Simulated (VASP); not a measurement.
# H (P4/mmm) in VASP: notebook

H is run at these levels: PBE, LDA; tasks: single point.

Everything below comes from runs of VASP 6.6.1. Logs are shortened: lines on timing, memory, paths and dates and some standing lists are left out, and cuts for length are marked.

## 1. The cell of the first run

The structure is tetragonal, space group P4/mmm (No. 123). Conventional cell: a = 2.650 Å, b = 2.650 Å, c = 0.980 Å, α = 90.00°, β = 90.00°, γ = 90.00°. Within 1.3 Å of H (site symmetry 4/mmm) lie 2 H at 0.98 Å.

## 2. Single point, PBE

INCAR reads:

```
SYSTEM = H
PREC     = Accurate       ! precision mode
ENCUT    = 520            ! plane-wave cutoff, eV
EDIFF    = 1E-6           ! SCF threshold, eV
ISMEAR   = 0              ! smearing method
SIGMA    = 0.1            ! smearing width, eV
LREAL    = .FALSE.        ! projectors in reciprocal space
LASPH    = .TRUE.         ! aspherical terms in the spheres
NELM     = 80             ! most SCF steps
ALGO     = Normal         ! electronic algorithm
ISIF     = 2              ! what is computed and relaxed
LWAVE    = .FALSE.        ! write WAVECAR
LCHARG   = .FALSE.        ! write CHGCAR
GGA      = PE             ! functional
NBANDS   = 6              ! bands
```

KPOINTS reads:

```
Automatic mesh
0
G
  6 6 5
  0 0 0
```

POSCAR reads:

```
H
1.0
    2.6496387389      0.0000000000      0.0000000000
    0.0000000000      2.6496387389      0.0000000000
    0.0000000000      0.0000000000      0.9804929200
H
1
Direct
    0.0000000000      0.0000000000      0.5000000000
```

Potentials or basis: VASP PAW PBE potentials, release 64 (H).

Command:

```
cat potpaw_PBE.64/H/POTCAR > POTCAR
mpirun -np 1 vasp_std > vasp.out
```

OUTCAR:

```text
SYSTEM = H
   PREC = Accurate
   ENCUT = 520
   EDIFF = 1E-6
   ISMEAR = 0
   LREAL = .FALSE.
   LASPH = .TRUE.
   NELM = 80
   ISIF = 2
   GGA = PE

 ion  position               nearest neighbor table
   1  0.000  0.000  0.500-

  LATTYP: Found a simple tetragonal cell.
 ALAT       =     2.6496387389
 C/A-ratio  =     0.3700477750

  Lattice vectors:

 A1 = (   2.6496387389,   0.0000000000,   0.0000000000)
 A2 = (   0.0000000000,   2.6496387389,   0.0000000000)
 A3 = (   0.0000000000,   0.0000000000,   0.9804929200)

Analysis of symmetry for initial positions (statically):
=====================================================================
 Subroutine PRICEL returns:
 Original cell was already a primitive cell.

 Routine SETGRP: Setting up the symmetry group for a
 simple tetragonal supercell.

 Subroutine GETGRP returns: Found 16 space group operations
 (whereof 16 operations were pure point group operations)
 out of a pool of 16 trial point group operations.

The static configuration has the point symmetry D_4h.

Analysis of symmetry for dynamics (positions and initial velocities):
=====================================================================
 Subroutine PRICEL returns:
 Original cell was already a primitive cell.

 Routine SETGRP: Setting up the symmetry group for a
 simple tetragonal supercell.

 Subroutine GETGRP returns: Found 16 space group operations
 (whereof 16 operations were pure point group operations)
 out of a pool of 16 trial point group operations.

The dynamic configuration has the point symmetry D_4h.

 Subroutine INISYM returns: Found 16 space group operations
 (whereof 16 operations are pure point group operations),
 and found     1 'primitive' translations

----------------------------------------------------------------------------------------

                                     Primitive cell

  volume of cell :       6.8836

  direct lattice vectors                    reciprocal lattice vectors
     2.649638739  0.000000000  0.000000000     0.377409941  0.000000000  0.000000000
     0.000000000  2.649638739  0.000000000     0.000000000  0.377409941  0.000000000
     0.000000000  0.000000000  0.980492920     0.000000000  0.000000000  1.019895177

[... 71 lines left out ...]
 SYSTEM =  H
   PREC   = accura    normal or accurate (medium, high low for compatibility)
   ISTART =      0    job   : 0-new  1-cont  2-samecut
   ICHARG =      2    charge: 1-file 2-atom 10-const
   ISPIN  =      1    spin polarized calculation?
   LNONCOLLINEAR =      F non collinear calculations
   LSORBIT =      F    spin-orbit coupling
   LASPH  =      T    aspherical Exc in radial PAW
   ENCUT  =  520.0 eV  38.22 Ry    6.18 a.u.   4.93  4.93  1.82*2*pi/ulx,y,z
   NELM   =     80;   NELMIN=  2; NELMDL= -5     # of ELM steps
   EDIFF  = 0.1E-05   stopping-criterion for ELM
   LREAL  =      F    real-space projection
   EDIFFG = 0.1E-04   stopping-criterion for IOM
   NSW    =      0    number of steps for IOM
   IBRION =     -1    ionic relax: 0-MD 1-quasi-New 2-CG
   NFREE  =      0    steps in history (QN), initial steepest desc. (CG)
   ISIF   =      2    stress and relaxation
   ISYM   =      2    0-nonsym 1-usesym 2-fastsym
   POTIM  = 0.5000    time-step for ionic-motion
   TEBEG  =    0.0;   TEEND  =   0.0 temperature during run
   PSTRESS=    0.0 pullay stress
   NELECT =       1.0000    total number of electrons
   NUPDOWN=      -1.0000    fix difference up-down
   EMIN   =  10.00;   EMAX   =-10.00  energy-range for DOS
   EFERMI =   0.00;   METHOD = LEGACY
   ISMEAR =     0;   SIGMA  =   0.10  broadening in eV -4-tet -1-fermi 0-gaus
   EFERMI_NEDOS =   21; number of points for ismear=-14 and -15
   IALGO  =     38    algorithm
   IMIX   =      4    mixing-type and parameters
     AMIX     =   0.40;   BMIX     =  1.00
     AMIX_MAG =   1.60;   BMIX_MAG =  1.00
  volume/ion in A,a.u.               =       6.88        46.45
  Fermi-wavevector in a.u.,A,eV,Ry     =   0.860602  1.626302 10.076956  0.740635
  Thomas-Fermi vector in A             =   1.978131
   LORBIT       =      0    0 simple, 1 ext, 2 COOP (PROOUT), +10 PAW based schemes
   GGA     = PE    functional components
   LHFCALC =     F    Hartree Fock is set to
   AEXX    =    0.0000 exact exchange contribution
   IVDW    =     0    specifies the selected vdW correction
   LEPSILON=     F    determine dielectric tensor
   LRPA    =     F    only Hartree local field effects (RPA)
 non-spin polarized calculation
 Gauss-broadening in eV      SIGMA  =   0.10
  energy-cutoff  :      520.00
  volume of cell :        6.88
 maximum number of plane-waves:       192
 NGX is ok and might be reduce to    20
   NGX =  9   NGY =  9   NGZ =  3

 number of electron       0.9999999 magnetization

 Free energy of the ion-electron system (eV)
  ---------------------------------------------------
  ext. energy  EPLUGINS =         0.00000000
  ---------------------------------------------------
  free energy    TOTEN  =        -2.67467888 eV

  energy without entropy =       -2.67305074  energy(sigma->0) =       -2.67386481

 E-fermi :  -4.6323     XC(G=0):  -6.8842

 val. band max:       -4.7383788613   @ k =   0.5000   0.1667   0.2000
 cond. band min:      -4.5262471556   @ k =   0.3333   0.3333   0.2000
 fundamental gap:      0.2121317057
 Fermi energy:        -4.6323129793

 k-point     1 :       0.0000    0.0000    0.0000
  band No.  band energies     occupation
      1     -12.6006      2.00000
      2       8.2953      0.00000
      3      14.1472      0.00000
      4      14.1472      0.00000
      5      17.1424      0.00000
      6      34.9472      0.00000
[... 199 lines left out ...]
 k-point    24 :       0.5000    0.0000    0.4000
  band No.  band energies     occupation
      1      13.2562      0.00000
      2      26.2274      0.00000
      3      38.8139      0.00000
      4      42.1821      0.00000
      5      46.8301      0.00000
      6      47.8917      0.00000

 [... further k-points ...]
[... 5 lines left out ...]
  --------------------------------------------------------------------------------------
  -------------------------------------------------------------------------------------
  Total       -0.2987110     -0.2987110      1.2186133      0.0000000      0.0000000     -0.0000000
  in kB      -69.5254713    -69.5254713    283.6342765      0.0000000      0.0000000     -0.0000000
  external PRESSURE =      48.1944446 kB  Pullay stress =       0.0000000 kB

 VOLUME and BASIS-vectors are now :
 -----------------------------------------------------------------------------
  energy-cutoff  :      520.00
  volume of cell :        6.88
      direct lattice vectors                 reciprocal lattice vectors
     2.649638739  0.000000000  0.000000000     0.377409941  0.000000000  0.000000000
     0.000000000  2.649638739  0.000000000     0.000000000  0.377409941  0.000000000
     0.000000000  0.000000000  0.980492920     0.000000000  0.000000000  1.019895177

 POSITION                                       TOTAL-FORCE (eV/Angst)
 -----------------------------------------------------------------------------------
      0.00000      0.00000      0.49025         0.000000      0.000000      0.000000
 -----------------------------------------------------------------------------------
    total drift:                               -0.000000     -0.000000      0.000000

  FREE ENERGIE OF THE ION-ELECTRON SYSTEM (eV)
  ---------------------------------------------------
  free  energy   TOTEN  =        -2.6746788824 eV

  energy  without entropy=       -2.6730507351  energy(sigma->0) =       -2.67386481
```

OSZICAR:

```text
N       E                     dE             d eps       ncg     rms          rms(c)
DAV:   1    -0.267836474210E+01   -0.26784E+01   -0.20926E+02   402   0.674E+01
DAV:   2    -0.275618503852E+01   -0.77820E-01   -0.77815E-01   474   0.545E+00
DAV:   3    -0.275622149018E+01   -0.36452E-04   -0.36452E-04   396   0.114E-01
DAV:   4    -0.275622150050E+01   -0.10319E-07   -0.10240E-07   540   0.180E-03
DAV:   5    -0.275622150042E+01    0.82510E-10   -0.21906E-11   378   0.143E-05    0.171E+00
DAV:   6    -0.270148956820E+01    0.54732E-01   -0.17774E-02   360   0.413E-01    0.100E+00
DAV:   7    -0.267359779551E+01    0.27892E-01   -0.40028E-02   384   0.661E-01    0.927E-02
DAV:   8    -0.267466097299E+01   -0.10632E-02   -0.90811E-04   360   0.130E-01    0.945E-03
DAV:   9    -0.267467615093E+01   -0.15178E-04   -0.15093E-05   432   0.193E-02    0.346E-03
DAV:  10    -0.267467888386E+01   -0.27329E-05   -0.28750E-06   372   0.899E-03    0.510E-04
DAV:  11    -0.267467888243E+01    0.14356E-08   -0.86074E-09   360   0.549E-04
   1 F= -.26746789E+01 E0= -.26738648E+01  d E =-.162815E-02
```

stdout:

```text
POSCAR found type information on POSCAR H
 POSCAR found :  1 types and       1 ions
 scaLAPACK will be used
 LDA part: xc-table for (Slater+PW92), standard interpolation
 POSCAR, INCAR and KPOINTS ok, starting setup
 FFT: planning ... GRIDC
 FFT: planning ... GRID_SOFT
 FFT: planning ... GRID
 WAVECAR not read
 entering main loop
```

It took 1 s on 1 thread of AMD EPYC 9R45 (Zen 5), shared host; peak memory 0.07 GiB.

What came out:

| Quantity | Value |
| --- | --- |
| Free energy | -2.6747 eV |
| Pressure | 4.8 GPa |

Stress tensor (GPa, compression positive):
```
-6.95  0.00  0.00
 0.00 -6.95  0.00
 0.00  0.00 28.36
```

Caveat: the k points lie up to 1.28 Å⁻¹ apart.

## 3. Single point, PBE

INCAR reads:

```
ALGO = Normal
EDIFF = 1E-6
ENCUT = 520
GGA = PE
ISIF = 2
ISMEAR = 0
LASPH = T
LCHARG = F
LREAL = F
LWAVE = F
NBANDS = 6
NELM = 100
PREC = Accurate
SIGMA = 0.1
```

KPOINTS reads:

```
k-points
0
Gamma
  4 4 10
```

POSCAR is that of step 2.

Potentials or basis: VASP PAW PBE potentials, release 64 (H).

Command:

```
cat potpaw_PBE.64/H/POTCAR > POTCAR
mpirun -np 1 vasp_std > vasp.out
```

It took 1 s on 1 thread of AMD EPYC 9R45 (Zen 5), shared host; peak memory 0.07 GiB.

The run converged. Its results:

```yaml
Free_energy: -3.1260 eV
Pressure: -0.1 GPa
```

Stress tensor (GPa, compression positive):
```
 2.43  0.00  0.00
 0.00  2.43  0.00
 0.00  0.00 -5.19
```

Levels at points of the mesh, in eV from the Fermi level:
```tsv
k point	band 1	band 2	band 3
(0.00, 0.00, 0.00)	-9.34	11.54	17.35
(0.50, 0.00, 0.00)	-7.91	4.41	18.20
(0.50, 0.50, 0.00)	-6.75	8.21	8.21
(0.00, 0.00, 0.50)	25.71	33.16	48.59
(0.50, 0.00, 0.50)	26.57	35.46	43.36
(0.50, 0.50, 0.50)	27.27	37.38	47.08
```

Caveat: the k points lie up to 0.64 Å⁻¹ apart.

## 4. Single point, PBE

This run uses another cell than the first one, of 6.64 Å³/atom, 0.964 times its volume.

INCAR reads:

```
ALGO = Normal
EDIFF = 1E-6
ENCUT = 520
GGA = PE
ISIF = 2
ISMEAR = 1
LASPH = T
LCHARG = T
LELF = T
LREAL = F
LVHAR = T
LWAVE = F
NBANDS = 6
NELM = 100
PREC = Accurate
SIGMA = 0.13605693122994
```

KPOINTS reads:

```
k-points
0
Gamma
  4 4 8
```

POSCAR reads:

```
H
1.0
    2.6174537070      0.0000000000      0.0000000000
    0.0000000000      2.6174537070      0.0000000000
    0.0000000000      0.0000000000      0.9685829205
H
1
Direct
    0.0000000000      0.0000000000      0.5000000000
```

Command:

```
cat potpaw_PBE.64/H/POTCAR > POTCAR
mpirun -np 1 vasp_std > vasp.out
```

Run time: 1 s. Hardware: 1 thread of AMD EPYC 9R45 (Zen 5), shared host; peak memory 0.07 GiB.

It converged, with:

```yaml
Free_energy: -2.7168 eV
Pressure: 6.1 GPa
```

Stress tensor (GPa, compression positive):
```
-5.28  0.00  0.00
 0.00 -5.28  0.00
 0.00  0.00 28.98
```

Levels at points of the mesh, in eV from the Fermi level:
| k point | band 1 | band 2 | band 3 | band 4 | band 5 |
| --- | --- | --- | --- | --- | --- |
| (0.00, 0.00, 0.00) | -11.23 | 10.07 | 16.04 | 16.04 | 19.09 |
| (0.50, 0.00, 0.00) | -9.73 | 2.72 | 16.89 | 19.12 | 24.89 |
| (0.50, 0.50, 0.00) | -8.54 | 6.64 | 6.64 | 10.19 | 39.50 |
| (0.00, 0.00, 0.50) | 24.78 | 32.25 | 48.05 | 53.15 | 55.70 |
| (0.50, 0.00, 0.50) | 25.68 | 34.63 | 42.64 | 42.98 | 55.34 |
| (0.50, 0.50, 0.50) | 26.41 | 36.61 | 46.47 | 46.47 | 46.99 |

Caveat: the k points lie up to 0.81 Å⁻¹ apart.

## 5. Single point, LDA

INCAR reads:

```
PREC = Accurate ; ENCUT = 520
EDIFF = 1E-7 ; ISMEAR = 0
SIGMA = 0.1 ; LREAL = F
LASPH = T ; NELM = 80
ALGO = Normal ; ISIF = 2
LWAVE = F ; LCHARG = F
GGA = CA ; NBANDS = 6
```

KPOINTS reads:

```
Automatic mesh
0
Gamma
  4 4 12
  0.5 0.5 0
```

POSCAR reads:

```
H
1.0
    2.6496387389      0.0000000000      0.0000000000
    0.0000000000      2.6496387389      0.0000000000
    0.0000000000      0.0000000000      0.9804929200
H
1
Direct
    0.0000000000      0.0000000000      0.5000000000
```

Potentials or basis: VASP PAW LDA potentials, release 64 (H).

Command:

```
cat potpaw_LDA.64/H/POTCAR > POTCAR
mpirun -np 1 vasp_std > vasp.out
```

Run time: 0.8 s. Hardware: 1 thread of AMD EPYC 9R45 (Zen 5), shared host; peak memory 0.07 GiB.

It converged, with:

```yaml
Free_energy: -3.0230 eV
Pressure: 2.1 GPa
```

Stress tensor (GPa, compression positive):
```
-4.58  0.00  0.00
 0.00 -4.58  0.00
 0.00  0.00 15.46
```

Levels at points of the mesh, in eV from the Fermi level:
```csv
k point,band 1,band 2,band 3,band 4,band 5
"(0.12, 0.12, 0.00)",-10.72,7.29,11.86,18.70,22.74
```

Caveat: the k points lie up to 0.59 Å⁻¹ apart.

## 6. Single point, PBE

INCAR reads:

```
SYSTEM = H
  ALGO = Normal
  EDIFF = 1E-6
  ENCUT = 520
  GGA = PE
  ISIF = 2
  ISMEAR = 0
  LASPH = .TRUE.
  LCHARG = .TRUE.
  LELF = .TRUE.
  LREAL = .FALSE.
  LVHAR = .TRUE.
  LWAVE = .FALSE.
  NBANDS = 6
  NELM = 60
  PREC = Accurate
  SIGMA = 0.1
```

KPOINTS reads:

```
k-points
0
G
  8 8 22
  0 0 0
```

POSCAR is that of step 5.

Potentials or basis: VASP PAW PBE potentials, release 64 (H).

Command:

```
cat potpaw_PBE.64/H/POTCAR > POTCAR
mpirun -np 1 vasp_std > vasp.out
```

Wall time 2.8 s (1 thread of AMD EPYC 9R45 (Zen 5), shared host); peak memory 0.08 GiB.

Results (log left out):

- Free energy: -3.0247 eV
- Pressure: 1.5 GPa

Stress tensor (GPa, compression positive):
```
 2.35  0.00  0.00
 0.00  2.35  0.00
 0.00  0.00 -0.27
```

Levels at points of the mesh, in eV from the Fermi level:
```
           k point  band 1  band 2  band 3  band 4  band 5
(0.00, 0.00, 0.00)  -11.08    9.80   15.61   15.61   18.67
(0.50, 0.00, 0.00)   -9.64    2.67   16.46   18.61   24.34
(0.50, 0.50, 0.00)   -8.49    6.48    6.48    9.99   38.42
(0.00, 0.00, 0.50)   23.97   31.42   46.85   51.86   54.30
(0.50, 0.00, 0.50)   24.83   33.73   41.62   41.96   53.97
(0.50, 0.50, 0.50)   25.53   35.64   45.34   45.34   45.85
```

## 7. Summary

| level | potentials or basis | cell | k mesh | smearing | gap on the mesh (eV) | pressure (GPa) |
| --- | --- | --- | --- | --- | --- | --- |
| PBE | VASP PAW PBE potentials, release 64 (H) | a = 2.650, b = 2.650, c = 0.980 Å, 1 atom | 6 × 6 × 5 | gaussian 0.1 eV | none | 4.8 |
| PBE | VASP PAW PBE potentials, release 64 (H) | a = 2.650, b = 2.650, c = 0.980 Å, 1 atom | 4 × 4 × 10 | gaussian 0.1 eV | none | -0.1 |
| PBE | VASP PAW PBE potentials, release 64 (H) | a = 2.617, b = 2.617, c = 0.969 Å, 1 atom | 4 × 4 × 8 | methfessel-paxton 0.136057 eV | none | 6.1 |
| LDA | VASP PAW LDA potentials, release 64 (H) | a = 2.650, b = 2.650, c = 0.980 Å, 1 atom | 4 × 4 × 12, shifted | gaussian 0.1 eV | none | 2.1 |
| PBE | VASP PAW PBE potentials, release 64 (H) | a = 2.650, b = 2.650, c = 0.980 Å, 1 atom | 8 × 8 × 22 | gaussian 0.1 eV | none | 1.5 |

Alike in all rows: task single point; no spin polarisation; cutoff (eV) 520.

Caveats: some runs use coarse meshes.

Absolute energies hang on the potentials; compare differences alone.
